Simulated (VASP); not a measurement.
# Ir (Fm-3m) in VASP: single point with PBEsol

Aim: the single point of Ir with PBEsol.

All numbers are computed with VASP 6.6.1; they aren't measurements. Logs are shortened: lines on timing, memory, paths and dates and some standing lists are left out, and cuts for length are marked.

## Step 1: The cell of the first run

Symmetry: Fm-3m, No. 225, cubic system. The conventional cell has a = 3.831 Å, b = 3.831 Å, c = 3.831 Å, α = 90.00°, β = 90.00°, γ = 90.00°. Within 3.6 Å of Ir (site symmetry m-3m) lie 12 Ir at 2.71 Å.

## Step 2: Single point, PBEsol

INCAR reads:

```
  ALGO = Normal
  EDIFF = 1E-6
  ENCUT = 560
  GGA = PS
  GGA_COMPAT = False
  ISIF = 2
  ISMEAR = 0
  LASPH = True
  LCHARG = True
  LELF = True
  LREAL = False
  LVHAR = True
  LWAVE = False
  NBANDS = 14
  NELM = 120
  PREC = Accurate
  SIGMA = 0.1
```

KPOINTS reads:

```
k-points
0
Gamma
  18 18 18
```

POSCAR reads:

```
Ir
1.0
    0.0000000000      1.9156000000      1.9156000000
    1.9156000000      0.0000000000      1.9156000000
    1.9156000000      1.9156000000      0.0000000000
Ir
1
Direct
    0.0000000000      0.0000000000      0.0000000000
```

Potentials or basis: VASP PAW PBE potentials, release 64 (Ir_sv_GW).

Started as:

```
cat potpaw_PBE.64/Ir_sv_GW/POTCAR > POTCAR
mpirun -np 1 vasp_std > vasp.out
```

OUTCAR:

```text
EDIFF = 1E-6
   ENCUT = 560
   GGA = PS
   ISIF = 2
   ISMEAR = 0
   LASPH = True
   LREAL = False
   NELM = 120
   PREC = Accurate

 ion  position               nearest neighbor table
   1  0.000  0.000  0.000-

  LATTYP: Found a face centered cubic cell.
 ALAT       =     3.8312000000

  Lattice vectors:

 A1 = (   0.0000000000,   1.9156000000,   1.9156000000)
 A2 = (   1.9156000000,   0.0000000000,   1.9156000000)
 A3 = (   1.9156000000,   1.9156000000,   0.0000000000)

Analysis of symmetry for initial positions (statically):
=====================================================================
 Subroutine PRICEL returns:
 Original cell was already a primitive cell.

 Routine SETGRP: Setting up the symmetry group for a
 face centered cubic supercell.

 Subroutine GETGRP returns: Found 48 space group operations
 (whereof 48 operations were pure point group operations)
 out of a pool of 48 trial point group operations.

The static configuration has the point symmetry O_h .

Analysis of symmetry for dynamics (positions and initial velocities):
=====================================================================
 Subroutine PRICEL returns:
 Original cell was already a primitive cell.

 Routine SETGRP: Setting up the symmetry group for a
 face centered cubic supercell.

 Subroutine GETGRP returns: Found 48 space group operations
 (whereof 48 operations were pure point group operations)
 out of a pool of 48 trial point group operations.

The dynamic configuration has the point symmetry O_h .

 Subroutine INISYM returns: Found 48 space group operations
 (whereof 48 operations are pure point group operations),
 and found     1 'primitive' translations

----------------------------------------------------------------------------------------

                                     Primitive cell

  volume of cell :      14.0587

  direct lattice vectors                    reciprocal lattice vectors
     0.000000000  1.915600000  1.915600000    -0.261014826  0.261014826  0.261014826
     1.915600000  0.000000000  1.915600000     0.261014826 -0.261014826  0.261014826
     1.915600000  1.915600000  0.000000000     0.261014826  0.261014826 -0.261014826

  length of vectors
     2.709067500  2.709067500  2.709067500     0.452090940  0.452090940  0.452090940

  position of ions in fractional coordinates (direct lattice)
     0.000000000  0.000000000  0.000000000

  ion indices of the primitive-cell ions
   primitive index   ion index
                 1           1

----------------------------------------------------------------------------------------

 KPOINTS: k-points

Automatic generation of k-mesh.
 Grid dimensions read from file:
 generate k-points for:   18   18   18

 Generating k-lattice:

  Cartesian coordinates                     Fractional coordinates (reciprocal lattice)
    -0.014500824  0.014500824  0.014500824     0.055555556  0.000000000  0.000000000
     0.014500824 -0.014500824  0.014500824     0.000000000  0.055555556  0.000000000
     0.014500824  0.014500824 -0.014500824     0.000000000  0.000000000  0.055555556

  Length of vectors
     0.025116163  0.025116163  0.025116163

  Shift w.r.t. Gamma in fractional coordinates (k-lattice)
     0.000000000  0.000000000  0.000000000

 Subroutine IBZKPT returns following result:
 ===========================================

 Found    195 irreducible k-points:

 Following reciprocal coordinates:
            Coordinates               Weight
  0.000000  0.000000  0.000000      1.000000
  0.055556  0.000000  0.000000      8.000000
  0.111111  0.000000  0.000000      8.000000
  0.166667  0.000000  0.000000      8.000000
  0.222222  0.000000  0.000000      8.000000
  0.277778  0.000000  0.000000      8.000000
[... 16 lines left out ...]
 -0.277778  0.055556  0.000000     24.000000
 -0.222222  0.055556  0.000000     24.000000
 [... further k-points ...]
   k-points           NKPTS =    195   k-points in BZ     NKDIM =    195   number of bands    NBANDS=     14
   number of dos      NEDOS =    301   number of ions     NIONS =      1
   total plane-waves  NPLWV =  13824
   dimension x,y,z NGX =    24 NGY =   24 NGZ =   24
   dimension x,y,z NGXF=    48 NGYF=   48 NGZF=   48
   ions per type =               1
   NGX,Y,Z   is equivalent  to a cutoff of  14.73, 14.73, 14.73 a.u.
   NGXF,Y,Z  is equivalent  to a cutoff of  29.46, 29.46, 29.46 a.u.
 SYSTEM =  unknown system
   PREC   = accura    normal or accurate (medium, high low for compatibility)
   ISTART =      0    job   : 0-new  1-cont  2-samecut
   ICHARG =      2    charge: 1-file 2-atom 10-const
   ISPIN  =      1    spin polarized calculation?
   LNONCOLLINEAR =      F non collinear calculations
   LSORBIT =      F    spin-orbit coupling
   LASPH  =      T    aspherical Exc in radial PAW
   ENCUT  =  560.0 eV  41.16 Ry    6.42 a.u.   5.23  5.23  5.23*2*pi/ulx,y,z
   NELM   =    120;   NELMIN=  2; NELMDL= -5     # of ELM steps
   EDIFF  = 0.1E-05   stopping-criterion for ELM
   LREAL  =      F    real-space projection
   EDIFFG = 0.1E-04   stopping-criterion for IOM
   NSW    =      0    number of steps for IOM
   IBRION =     -1    ionic relax: 0-MD 1-quasi-New 2-CG
   NFREE  =      0    steps in history (QN), initial steepest desc. (CG)
   ISIF   =      2    stress and relaxation
   ISYM   =      2    0-nonsym 1-usesym 2-fastsym
   POTIM  = 0.5000    time-step for ionic-motion
   TEBEG  =    0.0;   TEEND  =   0.0 temperature during run
   PSTRESS=    0.0 pullay stress
   NELECT =      17.0000    total number of electrons
   NUPDOWN=      -1.0000    fix difference up-down
   EMIN   =  10.00;   EMAX   =-10.00  energy-range for DOS
   EFERMI =   0.00;   METHOD = LEGACY
   ISMEAR =     0;   SIGMA  =   0.10  broadening in eV -4-tet -1-fermi 0-gaus
   EFERMI_NEDOS =   21; number of points for ismear=-14 and -15
   IALGO  =     38    algorithm
   IMIX   =      4    mixing-type and parameters
     AMIX     =   0.40;   BMIX     =  1.00
     AMIX_MAG =   1.60;   BMIX_MAG =  1.00
  volume/ion in A,a.u.               =      14.06        94.87
  Fermi-wavevector in a.u.,A,eV,Ry     =   1.744120  3.295909 41.388295  3.041954
  Thomas-Fermi vector in A             =   2.816061
   LORBIT       =      0    0 simple, 1 ext, 2 COOP (PROOUT), +10 PAW based schemes
   GGA     = PS    functional components
   LHFCALC =     F    Hartree Fock is set to
   AEXX    =    0.0000 exact exchange contribution
   IVDW    =     0    specifies the selected vdW correction
   LEPSILON=     F    determine dielectric tensor
   LRPA    =     F    only Hartree local field effects (RPA)
 non-spin polarized calculation
 Gauss-broadening in eV      SIGMA  =   0.10
  energy-cutoff  :      560.00
  volume of cell :       14.06
 maximum number of plane-waves:       444
 NGX is ok and might be reduce to    24
   NGX = 11   NGY = 11   NGZ = 11

 number of electron      17.0000000 magnetization

 Free energy of the ion-electron system (eV)
  ---------------------------------------------------
  ext. energy  EPLUGINS =         0.00000000
  ---------------------------------------------------
  free energy    TOTEN  =       -10.40277723 eV

  energy without entropy =      -10.39778218  energy(sigma->0) =      -10.40027971

 E-fermi :  12.8949     XC(G=0): -14.7462

 val. band max:       12.8881248788   @ k =   0.5000   0.2222   0.1111
 cond. band min:      12.9055137206   @ k =   0.3333   0.1111   0.0556
 fundamental gap:      0.0173888418
 Fermi energy:        12.8949328524

 k-point     1 :       0.0000    0.0000    0.0000
  band No.  band energies     occupation
      1     -80.1852      2.00000
      2     -36.5614      2.00000
      3     -36.5614      2.00000
      4     -36.5614      2.00000
      5       1.6173      2.00000
      6       8.9249      2.00000
      7       8.9249      2.00000
      8       8.9249      2.00000
      9      11.6644      2.00000
     10      11.6644      2.00000
     11      26.4265      0.00000
     12      31.9660      0.00000
     13      31.9660      0.00000
     14      31.9660      0.00000

 k-point     2 :       0.0556    0.0000    0.0000
  band No.  band energies     occupation
      1     -80.1832      2.00000
      2     -36.5867      2.00000
      3     -36.5649      2.00000
      4     -36.5649      2.00000
      5       1.7567      2.00000
      6       8.8488      2.00000
      7       8.9853      2.00000
      8       8.9853      2.00000
      9      11.6238      2.00000
     10      11.6238      2.00000
     11      26.6709      0.00000
     12      31.3183      0.00000
     13      32.2007      0.00000
     14      32.2007      0.00000

 k-point     3 :       0.1111    0.0000    0.0000
  band No.  band energies     occupation
      1     -80.1779      2.00000
      2     -36.6600      2.00000
      3     -36.5751      2.00000
      4     -36.5751      2.00000
      5       2.1603      2.00000
      6       8.6536      2.00000
      7       9.1434      2.00000
      8       9.1434      2.00000
      9      11.5346      2.00000
     10      11.5346      2.00000
     11      27.3429      0.00000
     12      29.9915      0.00000
     13      32.8859      0.00000
     14      32.8859      0.00000
[... 324 lines left out ...]
 k-point    23 :      -0.2778    0.0556    0.0000
  band No.  band energies     occupation
      1     -80.1411      2.00000
      2     -37.0865      2.00000
      3     -36.6626      2.00000
      4     -36.6270      2.00000
      5       4.4276      2.00000
      6       8.5899      2.00000
      7       9.2365      2.00000
      8       9.3456      2.00000
      9      11.8449      2.00000
     10      12.7778      1.90230
     11      25.2012      0.00000
     12      28.7363      0.00000
     13      34.3198      0.00000
     14      36.0471      0.00000

 k-point    24 :      -0.2222    0.0556    0.0000
  band No.  band energies     occupation
      1     -80.1527      2.00000
      2     -36.9522      2.00000
      3     -36.6424      2.00000
      4     -36.6069      2.00000
      5       3.8536      2.00000
      6       8.2420      2.00000
      7       9.3856      2.00000
      8       9.4781      2.00000
      9      11.3561      2.00000
     10      12.2306      2.00000
     11      26.6791      0.00000
     12      29.3337      0.00000
     13      34.5117      0.00000
     14      35.6924      0.00000

 [... further k-points ...]
[... 5 lines left out ...]
  --------------------------------------------------------------------------------------
  -------------------------------------------------------------------------------------
  Total       -0.1924439     -0.1924439     -0.1924439      0.0000000      0.0000000      0.0000000
  in kB      -21.9316015    -21.9316015    -21.9316015      0.0000000      0.0000000      0.0000000
  external PRESSURE =     -21.9316015 kB  Pullay stress =       0.0000000 kB

 VOLUME and BASIS-vectors are now :
 -----------------------------------------------------------------------------
  energy-cutoff  :      560.00
  volume of cell :       14.06
      direct lattice vectors                 reciprocal lattice vectors
     0.000000000  1.915600000  1.915600000    -0.261014826  0.261014826  0.261014826
     1.915600000  0.000000000  1.915600000     0.261014826 -0.261014826  0.261014826
     1.915600000  1.915600000  0.000000000     0.261014826  0.261014826 -0.261014826

 POSITION                                       TOTAL-FORCE (eV/Angst)
 -----------------------------------------------------------------------------------
      0.00000      0.00000      0.00000         0.000000      0.000000      0.000000
 -----------------------------------------------------------------------------------
    total drift:                               -0.000000      0.000000      0.000000

  FREE ENERGIE OF THE ION-ELECTRON SYSTEM (eV)
  ---------------------------------------------------
  free  energy   TOTEN  =       -10.4027772327 eV

  energy  without entropy=      -10.3977821834  energy(sigma->0) =      -10.40027971
```

Run time: 35 s. Hardware: 1 thread of AMD EPYC 7R13 (Zen 3), shared host; peak memory 0.15 GiB.

What came out:

- Free energy: -10.4028 eV
- Pressure: -2.2 GPa
- Band gap on the k mesh: zero (an odd number of electrons rules out a gap without spin polarisation)

Caveat: the PAW data sets were made with another functional, which shifts forces and pressure a little; spin-orbit coupling is left out, which moves the levels of the heavy elements.
